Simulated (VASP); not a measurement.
# Co (Im-3m) in VASP: single point with PBE

Aim: the single point of Co with PBE.

All numbers are computed with VASP 6.6.1; they aren't measurements. Logs are shortened: lines on timing, memory, paths and dates and some standing lists are left out, and cuts for length are marked.

### Step 1. The cell of the first run

The structure is cubic, space group Im-3m (No. 229). Conventional cell: a = 2.811 Å, b = 2.811 Å, c = 2.811 Å, α = 90.00°, β = 90.00°, γ = 90.00°. Within 3.2 Å of Co (site symmetry m-3m) lie 14 Co at 2.43 to 2.81 Å.

This isn't the form of Co at room conditions, which is hcp.

### Step 2. Single point, PBE, collinear spin, ferromagnetic start

INCAR reads:

```
SYSTEM = Co
ALGO = Normal
EDIFF = 1E-6
ENCUT = 690
GGA = PE
GGA_COMPAT = .FALSE.
ISIF = 2
ISMEAR = 0
ISPIN = 2
LASPH = .TRUE.
LCHARG = .FALSE.
LMAXMIX = 4
LORBIT = 11
LREAL = .FALSE.
LWAVE = .FALSE.
MAGMOM = 1.5
NBANDS = 18
NELM = 200
PREC = Accurate
SIGMA = 0.05
```

KPOINTS reads:

```
k-points
0
G
  20 20 20
  0 0 0
```

POSCAR reads:

```
Co
1.0
   -1.4055224055      1.4055224055      1.4055224055
    1.4055224055     -1.4055224055      1.4055224055
    1.4055224055      1.4055224055     -1.4055224055
Co
1
Direct
    0.0000000000      0.0000000000      0.0000000000
```

Potentials or basis: VASP PAW PBE potentials, release 64 (Co_sv).

Launch:

```bash
$ cat potpaw_PBE.64/Co_sv/POTCAR > POTCAR
$ mpirun -np 1 vasp_std > vasp.out
```

OUTCAR:

```text
SYSTEM = Co
   EDIFF = 1E-6
   ENCUT = 690
   GGA = PE
   ISIF = 2
   ISMEAR = 0
   ISPIN = 2
   LASPH = .TRUE.
   LORBIT = 11
   LREAL = .FALSE.
   NELM = 200
   PREC = Accurate

 ion  position               nearest neighbor table
   1  0.000  0.000  0.000-

  LATTYP: Found a body centered cubic cell.
 ALAT       =     2.8110448110

  Lattice vectors:

 A1 = (  -1.4055224055,   1.4055224055,   1.4055224055)
 A2 = (   1.4055224055,  -1.4055224055,   1.4055224055)
 A3 = (   1.4055224055,   1.4055224055,  -1.4055224055)

Analysis of symmetry for initial positions (statically):
=====================================================================
 Subroutine PRICEL returns:
 Original cell was already a primitive cell.

 Routine SETGRP: Setting up the symmetry group for a
 body centered cubic supercell.

 Subroutine GETGRP returns: Found 48 space group operations
 (whereof 48 operations were pure point group operations)
 out of a pool of 48 trial point group operations.

The static configuration has the point symmetry O_h .

Analysis of symmetry for dynamics (positions and initial velocities):
=====================================================================
 Subroutine PRICEL returns:
 Original cell was already a primitive cell.

 Routine SETGRP: Setting up the symmetry group for a
 body centered cubic supercell.

 Subroutine GETGRP returns: Found 48 space group operations
 (whereof 48 operations were pure point group operations)
 out of a pool of 48 trial point group operations.

The dynamic configuration has the point symmetry O_h .

Analysis of structural, dynamic, and magnetic symmetry:
=====================================================================
 Subroutine PRICEL returns:
 Original cell was already a primitive cell.

 Routine SETGRP: Setting up the symmetry group for a
 body centered cubic supercell.

 Subroutine GETGRP returns: Found 48 space group operations
 (whereof 48 operations were pure point group operations)
 out of a pool of 48 trial point group operations.

The overall configuration has the point symmetry O_h .

 Subroutine INISYM returns: Found 48 space group operations
 (whereof 48 operations are pure point group operations),
 and found     1 'primitive' translations

----------------------------------------------------------------------------------------

                                     Primitive cell

  volume of cell :      11.1064

  direct lattice vectors                    reciprocal lattice vectors
    -1.405522405  1.405522405  1.405522405     0.000000000  0.355739615  0.355739615
     1.405522405 -1.405522405  1.405522405     0.355739615  0.000000000  0.355739615
     1.405522405  1.405522405 -1.405522405     0.355739615  0.355739615  0.000000000

  length of vectors
     2.434436218  2.434436218  2.434436218     0.503091789  0.503091789  0.503091789

  position of ions in fractional coordinates (direct lattice)
     0.000000000  0.000000000  0.000000000

  ion indices of the primitive-cell ions
   primitive index   ion index
                 1           1

----------------------------------------------------------------------------------------

 KPOINTS: k-points

Automatic generation of k-mesh.
 Grid dimensions read from file:
 generate k-points for:   20   20   20

 Generating k-lattice:

  Cartesian coordinates                     Fractional coordinates (reciprocal lattice)
     0.000000000  0.017786981  0.017786981     0.050000000  0.000000000  0.000000000
     0.017786981  0.000000000  0.017786981     0.000000000  0.050000000  0.000000000
     0.017786981  0.017786981  0.000000000     0.000000000  0.000000000  0.050000000

  Length of vectors
     0.025154589  0.025154589  0.025154589

  Shift w.r.t. Gamma in fractional coordinates (k-lattice)
     0.000000000  0.000000000  0.000000000

 Subroutine IBZKPT returns following result:
 ===========================================

 Found    256 irreducible k-points:

 Following reciprocal coordinates:
            Coordinates               Weight
  0.000000  0.000000  0.000000      1.000000
  0.050000  0.000000  0.000000     12.000000
  0.100000  0.000000  0.000000     12.000000
  0.150000  0.000000  0.000000     12.000000
  0.200000  0.000000  0.000000     12.000000
  0.250000  0.000000  0.000000     12.000000
[... 16 lines left out ...]
  0.200000  0.100000 -0.000000     48.000000
  0.250000  0.100000  0.000000     48.000000
 [... further k-points ...]
   k-points           NKPTS =    256   k-points in BZ     NKDIM =    256   number of bands    NBANDS=     18
   number of dos      NEDOS =    301   number of ions     NIONS =      1
   total plane-waves  NPLWV =  13824
   dimension x,y,z NGX =    24 NGY =   24 NGZ =   24
   dimension x,y,z NGXF=    48 NGYF=   48 NGZF=   48
   ions per type =               1
   NGX,Y,Z   is equivalent  to a cutoff of  16.39, 16.39, 16.39 a.u.
   NGXF,Y,Z  is equivalent  to a cutoff of  32.78, 32.78, 32.78 a.u.
 SYSTEM =  Co
   PREC   = accura    normal or accurate (medium, high low for compatibility)
   ISTART =      0    job   : 0-new  1-cont  2-samecut
   ICHARG =      2    charge: 1-file 2-atom 10-const
   ISPIN  =      2    spin polarized calculation?
   LNONCOLLINEAR =      F non collinear calculations
   LSORBIT =      F    spin-orbit coupling
   LASPH  =      T    aspherical Exc in radial PAW
   ENCUT  =  690.0 eV  50.71 Ry    7.12 a.u.   5.21  5.21  5.21*2*pi/ulx,y,z
   NELM   =    200;   NELMIN=  2; NELMDL= -5     # of ELM steps
   EDIFF  = 0.1E-05   stopping-criterion for ELM
   LREAL  =      F    real-space projection
   EDIFFG = 0.1E-04   stopping-criterion for IOM
   NSW    =      0    number of steps for IOM
   IBRION =     -1    ionic relax: 0-MD 1-quasi-New 2-CG
   NFREE  =      0    steps in history (QN), initial steepest desc. (CG)
   ISIF   =      2    stress and relaxation
   ISYM   =      2    0-nonsym 1-usesym 2-fastsym
   POTIM  = 0.5000    time-step for ionic-motion
   TEBEG  =    0.0;   TEEND  =   0.0 temperature during run
   PSTRESS=    0.0 pullay stress
   NELECT =      17.0000    total number of electrons
   NUPDOWN=      -1.0000    fix difference up-down
   EMIN   =  10.00;   EMAX   =-10.00  energy-range for DOS
   EFERMI =   0.00;   METHOD = LEGACY
   ISMEAR =     0;   SIGMA  =   0.05  broadening in eV -4-tet -1-fermi 0-gaus
   EFERMI_NEDOS =   21; number of points for ismear=-14 and -15
   IALGO  =     38    algorithm
   IMIX   =      4    mixing-type and parameters
     AMIX     =   0.40;   BMIX     =  1.00
     AMIX_MAG =   1.60;   BMIX_MAG =  1.00
  volume/ion in A,a.u.               =      11.11        74.95
  Fermi-wavevector in a.u.,A,eV,Ry     =   1.886688  3.565323 48.431172  3.559591
  Thomas-Fermi vector in A             =   2.928896
   LORBIT       =     11    0 simple, 1 ext, 2 COOP (PROOUT), +10 PAW based schemes
   GGA     = PE    functional components
   LHFCALC =     F    Hartree Fock is set to
   AEXX    =    0.0000 exact exchange contribution
   IVDW    =     0    specifies the selected vdW correction
   LEPSILON=     F    determine dielectric tensor
   LRPA    =     F    only Hartree local field effects (RPA)
 spin polarized calculation
 Gauss-broadening in eV      SIGMA  =   0.05
  energy-cutoff  :      690.00
  volume of cell :       11.11
 maximum number of plane-waves:       470
 NGX is ok and might be reduce to    24
   NGX = 11   NGY = 11   NGZ = 11

 number of electron      16.9999993 magnetization       1.7406604

 Free energy of the ion-electron system (eV)
  ---------------------------------------------------
  ext. energy  EPLUGINS =         0.00000000
  ---------------------------------------------------
  free energy    TOTEN  =        -7.03567641 eV

  energy without entropy =       -7.03355101  energy(sigma->0) =       -7.03461371

 E-fermi :  12.0221     XC(G=0): -13.7607

 val. band max:       12.0148477566   @ k =   0.2500   0.1000   0.0000
 cond. band min:      12.0265431522   @ k =  -0.3500  -0.4500   0.1000
 fundamental gap:      0.0116953956
 Fermi energy:        12.0221140906

 spin component 1

 k-point     1 :       0.0000    0.0000    0.0000
  band No.  band energies     occupation
      1     -84.5069      1.00000
      2     -47.5783      1.00000
      3     -47.5783      1.00000
      4     -47.5783      1.00000
      5       2.7752      1.00000
      6       8.9812      1.00000
[... 10 lines left out ...]
     17      43.6274      0.00000
     18      43.6282      0.00000

 k-point     2 :       0.0500    0.0000    0.0000
  band No.  band energies     occupation
      1     -84.5055      1.00000
      2     -47.5854      1.00000
      3     -47.5807      1.00000
      4     -47.5782      1.00000
      5       2.8786      1.00000
      6       8.9558      1.00000
[... 10 lines left out ...]
     17      42.6783      0.00000
     18      44.1279      0.00000
[... 442 lines left out ...]
 k-point    24 :       0.2500    0.1000    0.0000
  band No.  band energies     occupation
      1     -84.4700      1.00000
      2     -47.7780      1.00000
      3     -47.6471      1.00000
      4     -47.5881      1.00000
      5       6.0171      1.00000
      6       8.3345      1.00000
[... 10 lines left out ...]
     17      48.4166      0.00000
     18      50.3488      0.00000

 [... further k-points ...]

 spin component 2

 k-point     1 :       0.0000    0.0000    0.0000
  band No.  band energies     occupation
      1     -82.3100      1.00000
      2     -45.4251      1.00000
      3     -45.4251      1.00000
      4     -45.4251      1.00000
      5       2.8122      1.00000
      6      10.5152      1.00000
[... 10 lines left out ...]
     17      44.2387      0.00000
     18      44.2387      0.00000

 k-point     2 :       0.0500    0.0000    0.0000
  band No.  band energies     occupation
      1     -82.3086      1.00000
      2     -45.4329      1.00000
      3     -45.4277      1.00000
      4     -45.4250      1.00000
      5       2.9159      1.00000
      6      10.4853      1.00000
[... 10 lines left out ...]
     17      42.9310      0.00000
     18      44.5151      0.00000
[... 442 lines left out ...]
 k-point    24 :       0.2500    0.1000    0.0000
  band No.  band energies     occupation
      1     -82.2703      1.00000
      2     -45.6440      1.00000
      3     -45.4999      1.00000
      4     -45.4360      1.00000
      5       6.2731      1.00000
      6       9.7602      1.00000
[... 10 lines left out ...]
     17      48.5244      0.00000
     18      50.6077      0.00000

 [... further k-points ...]

------------------------ aborting loop because EDIFF is reached ----------------------------------------

  FORCE on cell =-STRESS in cart. coord.  units (eV):
  Direction    XX          YY          ZZ          XY          YZ          ZX
  --------------------------------------------------------------------------------------
  -------------------------------------------------------------------------------------
  Total       -0.1095212     -0.1095212     -0.1095212      0.0000000      0.0000000     -0.0000000
  in kB      -15.7992106    -15.7992106    -15.7992106      0.0000000      0.0000000     -0.0000000
  external PRESSURE =     -15.7992106 kB  Pullay stress =       0.0000000 kB

 VOLUME and BASIS-vectors are now :
 -----------------------------------------------------------------------------
  energy-cutoff  :      690.00
  volume of cell :       11.11
      direct lattice vectors                 reciprocal lattice vectors
    -1.405522405  1.405522405  1.405522405     0.000000000  0.355739615  0.355739615
     1.405522405 -1.405522405  1.405522405     0.355739615  0.000000000  0.355739615
     1.405522405  1.405522405 -1.405522405     0.355739615  0.355739615  0.000000000

 POSITION                                       TOTAL-FORCE (eV/Angst)
 -----------------------------------------------------------------------------------
      0.00000      0.00000      0.00000        -0.000000     -0.000000     -0.000000
 -----------------------------------------------------------------------------------
    total drift:                               -0.000000      0.000000      0.000000

  FREE ENERGIE OF THE ION-ELECTRON SYSTEM (eV)
  ---------------------------------------------------
  free  energy   TOTEN  =        -7.0356764066 eV

  energy  without entropy=       -7.0335510062  energy(sigma->0) =       -7.03461371

 total charge

# of ion       s       p       d       tot
------------------------------------------
    1        2.242   6.118   6.673  15.034

 magnetization (x)

# of ion       s       p       d       tot
------------------------------------------
    1        0.002  -0.011   1.807   1.797
```

Run time: 1.7 min. Hardware: 1 thread of Intel Xeon Platinum 8259CL at 2.50GHz (Skylake/Cascade Lake), shared host; peak memory 0.23 GiB.

What came out:

| Quantity | Value |
| --- | --- |
| Free energy | -7.0357 eV |
| Pressure | -1.6 GPa |
| Net moment | 1.74 μB per cell |
| Site moments | Co +1.80 μB |
| Valence electrons inside the program's atomic spheres | Co 15.03 |

Levels at points of the mesh, in eV from the Fermi level:
Spin up:
| k point | band 7 | band 8 | band 9 | band 10 | band 11 | band 12 |
| --- | --- | --- | --- | --- | --- | --- |
| (0.00, 0.00, 0.00) | -3.04 | -3.04 | -2.00 | -2.00 | 24.96 | 24.96 |
| (0.50, 0.00, 0.00) | -1.92 | -1.83 | -0.62 | -0.19 | 6.21 | 18.05 |
| (0.50, 0.50, 0.50) | -0.86 | -0.86 | -0.86 | 9.25 | 9.25 | 9.25 |
Spin down:
```csv
k point,band 4,band 5,band 6,band 7,band 8,band 9,band 10,band 11,band 12,band 13
"(0.00, 0.00, 0.00)",-57.45,-9.21,-1.51,-1.51,-1.51,0.36,0.36,24.68,24.68,24.68
"(0.50, 0.00, 0.00)",-57.45,-4.45,-2.64,-0.22,0.21,0.57,1.17,7.24,18.03,19.78
"(0.50, 0.50, 0.50)",-57.68,-3.79,-3.79,0.90,0.90,0.90,9.36,9.36,9.36,15.69
```
